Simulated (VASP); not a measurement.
A run of VASP 6.6.1:

The input INCAR:

```
PREC = Accurate ; ENCUT = 520
EDIFF = 1E-6 ; ISMEAR = -1
SIGMA = 0.1 ; LREAL = F
LASPH = T ; NELM = 100
ALGO = Normal ; ISIF = 2
LWAVE = F ; LCHARG = F
GGA = CA ; NBANDS = 17
```

The input KPOINTS:

```
Automatic mesh
0
Gamma
  11 11 8
```

File POSCAR:

```
NiPt
1.0
    2.7456009862      0.0000000000      0.0000000000
    0.0000000000      2.7456009862      0.0000000000
    0.0000000000      0.0000000000      3.6254085579
Ni Pt
1 1
Direct
    0.5000000000      0.5000000000      0.5000000000
    0.0000000000      0.0000000000      0.0000000000
```

Potentials or basis: VASP PAW LDA potentials, release 64 (Ni, Pt).

Run with:

```console
$ cat potpaw_LDA.64/Ni/POTCAR potpaw_LDA.64/Pt/POTCAR > POTCAR
$ mpirun -np 1 vasp_std > vasp.out
```

Hardware: 1 thread of Intel(R) Xeon(R) Platinum 8488C (Sapphire Rapids) (shared host).

**Question.** How long does it take, and how much memory?

**Answer.** Wall time 23 s on 1 thread of Intel(R) Xeon(R) Platinum 8488C (Sapphire Rapids), on a shared host, peak memory 0.16 GiB. Counts: scf iterations 13, k points 105.
